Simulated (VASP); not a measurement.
# Be2CdS2 (P-6m2) in VASP: single point with PBE

Aim: the single point of Be2CdS2 with PBE.

Program: VASP 6.6.1. These are calculated values, not measurements. Logs are shortened: lines on timing, memory, paths and dates and some standing lists are left out, and cuts for length are marked.

### Step 1. The cell of the first run

Symmetry: P-6m2, No. 187, hexagonal system. The conventional cell has a = 4.397 Å, b = 4.397 Å, c = 5.248 Å, α = 90.00°, β = 90.00°, γ = 120.00°. Within 3.1 Å of Be (site symmetry 3m) lie 2 Be at 2.31 to 2.94 Å and 6 S at 2.79 to 2.93 Å and 3 Cd at 2.93 Å. Within 3.3 Å of Cd (site symmetry -6m2) lie 5 S at 2.54 to 2.62 Å and 6 Be at 2.93 Å. S (site symmetry -6m2) has 2 Cd at 2.62 Å and 6 Be at 2.79 Å within 3.5 Å. S (site symmetry -6m2) has 3 Cd at 2.54 Å and 6 Be at 2.93 Å within 3.3 Å.

### Step 2. Single point, PBE

Input file POSCAR:

```
Be2CdS2
1.0
    4.3966231918      0.0000000000      0.0000000000
   -2.1983115959      3.8075873749      0.0000000000
    0.0000000000      0.0000000000      5.2483972694
Be Cd S
2 1 2
Direct
    0.6666666667      0.3333333333      0.2201182959
    0.6666666667      0.3333333333      0.7798817041
    0.0000000000      0.0000000000      0.5000000000
    0.0000000000      0.0000000000      0.0000000000
    0.3333333333      0.6666666667      0.5000000000
```

Input file INCAR.step1:

```
SYSTEM = Be2CdS2
  PREC = Accurate
  ENCUT = 520
  EDIFF = 1E-6
  ISMEAR = 0
  SIGMA = 0.1
  LREAL = .FALSE.
  LASPH = .TRUE.
  NELM = 60
  ALGO = Normal
  ISIF = 2
  LWAVE = .FALSE.
  LCHARG = .TRUE.
  GGA = PE
  NBANDS = 22
```

Input file KPOINTS.step1:

```
Automatic mesh
0
G
  12 12 8
  0 0 0
```

Input file INCAR.step2:

```
SYSTEM = Be2CdS2
  PREC = Accurate
  ENCUT = 520
  EDIFF = 1E-6
  ISMEAR = -5
  SIGMA = 0.1
  LREAL = .FALSE.
  LASPH = .TRUE.
  NELM = 60
  ALGO = Normal
  ISIF = 2
  LWAVE = .FALSE.
  LCHARG = .FALSE.
  GGA = PE
  LORBIT = 11
  NBANDS = 22
  NEDOS = 2001
  ICHARG = 11
```

Input file KPOINTS.step2:

```
Automatic mesh
0
G
  18 18 12
  0 0 0
```

Potentials or basis: VASP PAW PBE potentials, release 64 (Be, Cd, S).

Command:

```
$ cat potpaw_PBE.64/Be/POTCAR potpaw_PBE.64/Cd/POTCAR potpaw_PBE.64/S/POTCAR > POTCAR
$ cp INCAR.step1 INCAR
$ cp KPOINTS.step1 KPOINTS
$ mpirun -np 1 vasp_std > vasp.out
$ cp INCAR.step2 INCAR
$ cp KPOINTS.step2 KPOINTS
$ mpirun -np 1 vasp_std > vasp.out
```

OUTCAR:

```text
SYSTEM = Be2CdS2
   PREC = Accurate
   ENCUT = 520
   EDIFF = 1E-6
   ISMEAR = -5
   LREAL = .FALSE.
   LASPH = .TRUE.
   NELM = 60
   ISIF = 2
   GGA = PE
   LORBIT = 11
   ICHARG = 11

 ion  position               nearest neighbor table
   1  0.667  0.333  0.220-   2 2.31   3 2.93   3 2.93   3 2.93
   2  0.667  0.333  0.780-   1 2.31   3 2.93   3 2.93   3 2.93
   3  0.000  0.000  0.500-   5 2.54   5 2.54   5 2.54   4 2.62   4 2.62   1 2.93   2 2.93   2 2.93
                             1 2.93   2 2.93   1 2.93
   4  0.000  0.000  0.000-   3 2.62   3 2.62
   5  0.333  0.667  0.500-   3 2.54   3 2.54   3 2.54

  LATTYP: Found a hexagonal cell.
 ALAT       =     4.3966231918
 C/A-ratio  =     1.1937336998

  Lattice vectors:

 A1 = (   4.3966231918,   0.0000000000,   0.0000000000)
 A2 = (  -2.1983115959,   3.8075873749,   0.0000000000)
 A3 = (   0.0000000000,   0.0000000000,   5.2483972694)

Analysis of symmetry for initial positions (statically):
=====================================================================
 Subroutine PRICEL returns:
 Original cell was already a primitive cell.

 Routine SETGRP: Setting up the symmetry group for a
 hexagonal supercell.

 Subroutine GETGRP returns: Found 12 space group operations
 (whereof 12 operations were pure point group operations)
 out of a pool of 24 trial point group operations.

The static configuration has the point symmetry D_3h.

Analysis of symmetry for dynamics (positions and initial velocities):
=====================================================================
 Subroutine PRICEL returns:
 Original cell was already a primitive cell.

 Routine SETGRP: Setting up the symmetry group for a
 hexagonal supercell.

 Subroutine GETGRP returns: Found 12 space group operations
 (whereof 12 operations were pure point group operations)
 out of a pool of 24 trial point group operations.

The dynamic configuration has the point symmetry D_3h.

 Subroutine INISYM returns: Found 12 space group operations
 (whereof 12 operations are pure point group operations),
 and found     1 'primitive' translations

----------------------------------------------------------------------------------------

                                     Primitive cell

  volume of cell :      87.8609

  direct lattice vectors                    reciprocal lattice vectors
     4.396623192  0.000000000  0.000000000     0.227447283  0.131316750  0.000000000
    -2.198311596  3.807587375  0.000000000     0.000000000  0.262633500  0.000000000
     0.000000000  0.000000000  5.248397269     0.000000000  0.000000000  0.190534357

  length of vectors
     4.396623192  4.396623192  5.248397269     0.262633500  0.262633500  0.190534357

  position of ions in fractional coordinates (direct lattice)
     0.666666667  0.333333333  0.220118296
     0.666666667  0.333333333  0.779881704
     0.000000000  0.000000000  0.500000000
     0.000000000  0.000000000  0.000000000
     0.333333333  0.666666667  0.500000000

  ion indices of the primitive-cell ions
   primitive index   ion index
                 1           1
                 2           2
                 3           3
                 4           4
                 5           5

----------------------------------------------------------------------------------------

 KPOINTS: Automatic mesh

Automatic generation of k-mesh.
 Grid dimensions read from file:
 generate k-points for:   18   18   12

 Generating k-lattice:

  Cartesian coordinates                     Fractional coordinates (reciprocal lattice)
     0.012635960  0.007295375  0.000000000     0.055555556 -0.000000000  0.000000000
     0.000000000  0.014590750  0.000000000     0.000000000  0.055555556  0.000000000
     0.000000000  0.000000000  0.015877863     0.000000000  0.000000000  0.083333333

  Length of vectors
     0.014590750  0.014590750  0.015877863

  Shift w.r.t. Gamma in fractional coordinates (k-lattice)
     0.000000000  0.000000000  0.000000000

 TETIRR: Found   3954 inequivalent tetrahedra from    23328

 Subroutine IBZKPT returns following result:
 ===========================================

 Found    259 irreducible k-points:

 Following reciprocal coordinates:
            Coordinates               Weight
  0.000000  0.000000  0.000000      1.000000
  0.055556  0.000000  0.000000      6.000000
  0.111111  0.000000  0.000000      6.000000
  0.166667  0.000000  0.000000      6.000000
  0.222222  0.000000  0.000000      6.000000
  0.277778  0.000000  0.000000      6.000000
[... 16 lines left out ...]
  0.333333  0.111111  0.000000     12.000000
  0.388889  0.111111  0.000000     12.000000
 [... further k-points ...]
   k-points           NKPTS =    259   k-points in BZ     NKDIM =    259   number of bands    NBANDS=     22
   number of dos      NEDOS =   2001   number of ions     NIONS =      5
   total plane-waves  NPLWV =  51840
   dimension x,y,z NGX =    36 NGY =   36 NGZ =   40
   dimension x,y,z NGXF=    72 NGYF=   72 NGZF=   80
   ions per type =               2   1   2
   NGX,Y,Z   is equivalent  to a cutoff of  13.61, 13.61, 12.67 a.u.
   NGXF,Y,Z  is equivalent  to a cutoff of  27.22, 27.22, 25.34 a.u.
 SYSTEM =  Be2CdS2
   PREC   = accura    normal or accurate (medium, high low for compatibility)
   ISTART =      0    job   : 0-new  1-cont  2-samecut
   ICHARG =     11    charge: 1-file 2-atom 10-const
   ISPIN  =      1    spin polarized calculation?
   LNONCOLLINEAR =      F non collinear calculations
   LSORBIT =      F    spin-orbit coupling
   LASPH  =      T    aspherical Exc in radial PAW
   ENCUT  =  520.0 eV  38.22 Ry    6.18 a.u.   8.17  8.17  9.76*2*pi/ulx,y,z
   NELM   =     60;   NELMIN=  2; NELMDL=  0     # of ELM steps
   EDIFF  = 0.1E-05   stopping-criterion for ELM
   LREAL  =      F    real-space projection
   EDIFFG = 0.1E-04   stopping-criterion for IOM
   NSW    =      0    number of steps for IOM
   IBRION =     -1    ionic relax: 0-MD 1-quasi-New 2-CG
   NFREE  =      0    steps in history (QN), initial steepest desc. (CG)
   ISIF   =      2    stress and relaxation
   ISYM   =      2    0-nonsym 1-usesym 2-fastsym
   POTIM  = 0.5000    time-step for ionic-motion
   TEBEG  =    0.0;   TEEND  =   0.0 temperature during run
   PSTRESS=    0.0 pullay stress
   NELECT =      28.0000    total number of electrons
   NUPDOWN=      -1.0000    fix difference up-down
   EMIN   =  10.00;   EMAX   =-10.00  energy-range for DOS
   EFERMI =   0.00;   METHOD = LEGACY
   ISMEAR =    -5;   SIGMA  =   0.10  broadening in eV -4-tet -1-fermi 0-gaus
   EFERMI_NEDOS =   21; number of points for ismear=-14 and -15
   IALGO  =     38    algorithm
   IMIX   =      4    mixing-type and parameters
     AMIX     =   0.40;   BMIX     =  1.00
     AMIX_MAG =   1.60;   BMIX_MAG =  1.00
  volume/ion in A,a.u.               =      17.57       118.58
  Fermi-wavevector in a.u.,A,eV,Ry     =   1.118224  2.113137 17.013071  1.250425
  Thomas-Fermi vector in A             =   2.254854
   LORBIT       =     11    0 simple, 1 ext, 2 COOP (PROOUT), +10 PAW based schemes
   GGA     = PE    functional components
   LHFCALC =     F    Hartree Fock is set to
   AEXX    =    0.0000 exact exchange contribution
   IVDW    =     0    specifies the selected vdW correction
   LEPSILON=     F    determine dielectric tensor
   LRPA    =     F    only Hartree local field effects (RPA)
 non-spin polarized calculation
 Fermi weights with tetrahedron method with Bloechl corrections
  energy-cutoff  :      520.00
  volume of cell :       87.86
 maximum number of plane-waves:      2390
 NGX is ok and might be reduce to    36

 number of electron      28.0000009 magnetization

 Free energy of the ion-electron system (eV)
  ---------------------------------------------------
  ext. energy  EPLUGINS =         0.00000000
  ---------------------------------------------------
  free energy    TOTEN  =       -13.60396665 eV

  energy without entropy =      -13.60396665  energy(sigma->0) =      -13.60396665

 E-fermi :   4.4537     XC(G=0):  -9.7721

 val. band max:        4.4535303833   @ k =   0.3889   0.0000   0.5000
 cond. band min:       4.4509401048   @ k =   0.2222   0.1111   0.4167
 fundamental gap:     -0.0025902784
 Fermi energy:         4.4536512012

 k-point     1 :       0.0000    0.0000    0.0000
  band No.  band energies     occupation
      1      -9.8920      2.00000
      2      -8.7271      2.00000
      3      -5.1175      2.00000
      4      -5.1175      2.00000
      5      -4.6347      2.00000
      6      -4.6347      2.00000
[... 14 lines left out ...]
     21       8.3971      0.00000
     22       9.9616      0.00000

 k-point     2 :       0.0556    0.0000    0.0000
  band No.  band energies     occupation
      1      -9.8771      2.00000
      2      -8.7259      2.00000
      3      -5.1181      2.00000
      4      -5.1093      2.00000
      5      -4.6394      2.00000
      6      -4.6354      2.00000
[... 14 lines left out ...]
     21       8.7320      0.00000
     22      10.0324      0.00000

 k-point     3 :       0.1111    0.0000    0.0000
  band No.  band energies     occupation
      1      -9.8333      2.00000
      2      -8.7231      2.00000
      3      -5.1177      2.00000
      4      -5.0855      2.00000
      5      -4.6527      2.00000
      6      -4.6377      2.00000
[... 14 lines left out ...]
     21       9.0627      0.00000
     22      10.2189      0.00000
[... 476 lines left out ...]
 k-point    23 :       0.3333    0.1111    0.0000
  band No.  band energies     occupation
      1      -9.3126      2.00000
      2      -8.7965      2.00000
      3      -4.9274      2.00000
      4      -4.7782      2.00000
      5      -4.7569      2.00000
      6      -4.6654      2.00000
[... 14 lines left out ...]
     21       9.7903      0.00000
     22      11.4660      0.00000

 k-point    24 :       0.3889    0.1111    0.0000
  band No.  band energies     occupation
      1      -9.2283      2.00000
      2      -8.8334      2.00000
      3      -4.8692      2.00000
      4      -4.7663      2.00000
      5      -4.6946      2.00000
      6      -4.6683      2.00000
[... 14 lines left out ...]
     21       9.8482      0.00000
     22      11.0630      0.00000

 [... further k-points ...]

------------------------ aborting loop because EDIFF is reached ----------------------------------------

  FORCE on cell =-STRESS in cart. coord.  units (eV):
  Direction    XX          YY          ZZ          XY          YZ          ZX
  --------------------------------------------------------------------------------------
  -------------------------------------------------------------------------------------
  Total        0.1769481      0.1769481      0.6356150      0.0000000      0.0000000      0.0000000
  in kB        3.2267161      3.2267161     11.5906798      0.0000000      0.0000000      0.0000000
  external PRESSURE =       6.0147040 kB  Pullay stress =       0.0000000 kB

 VOLUME and BASIS-vectors are now :
 -----------------------------------------------------------------------------
  energy-cutoff  :      520.00
  volume of cell :       87.86
      direct lattice vectors                 reciprocal lattice vectors
     4.396623192  0.000000000  0.000000000     0.227447283  0.131316750  0.000000000
    -2.198311596  3.807587375  0.000000000     0.000000000  0.262633500  0.000000000
     0.000000000  0.000000000  5.248397269     0.000000000  0.000000000  0.190534357

 POSITION                                       TOTAL-FORCE (eV/Angst)
 -----------------------------------------------------------------------------------
      2.19831      1.26920      1.15527         0.000000     -0.000000      0.081174
      2.19831      1.26920      4.09313         0.000000     -0.000000     -0.081174
      0.00000      0.00000      2.62420        -0.000000      0.000000      0.000000
      0.00000      0.00000      0.00000         0.000000     -0.000000      0.000000
     -0.00000      2.53839      2.62420         0.000000     -0.000000      0.000000
 -----------------------------------------------------------------------------------
    total drift:                                0.000071     -0.000041     -0.000000

  FREE ENERGIE OF THE ION-ELECTRON SYSTEM (eV)
  ---------------------------------------------------
  free  energy   TOTEN  =       -13.6039666484 eV

  energy  without entropy=      -13.6039666484  energy(sigma->0) =      -13.60396665

 total charge

# of ion       s       p       d       tot
------------------------------------------
    1        0.370   0.305   0.000   0.675
    2        0.370   0.305   0.000   0.675
    3        0.458   0.381   9.550  10.388
    4        1.386   2.232   0.000   3.617
    5        1.393   2.284   0.000   3.678
--------------------------------------------------
tot          3.976   5.507   9.550  19.033
```

Run time: 3.5 min. Hardware: 1 thread of Intel Xeon 6975P-C (Granite Rapids), shared host; peak memory 0.57 GiB.

Results:

```yaml
Valence_electrons_inside_the_program's_atomic_spheres: Be 0.68; Cd 10.39; S 3.62, 3.68
```

Levels at points of the mesh, in eV from the Fermi level:
```
           k point  band 11  band 12  band 13  band 14  band 15  band 16  band 17  band 18
(0.00, 0.00, 0.00)    -2.86    -2.52    -2.52    -1.69    -1.60     1.68     1.68     3.86
(0.50, 0.00, 0.00)    -4.80    -2.73    -2.49    -0.77     0.14     1.20     3.01     3.09
(0.00, 0.00, 0.50)    -2.87    -2.70    -2.70    -1.06    -0.30     1.13     1.13     2.05
(0.50, 0.00, 0.50)    -3.42    -2.96    -2.79     0.17     0.41     2.56     4.01     4.04
```

Caveat: tetrahedron occupations give inexact forces and stress in metals.
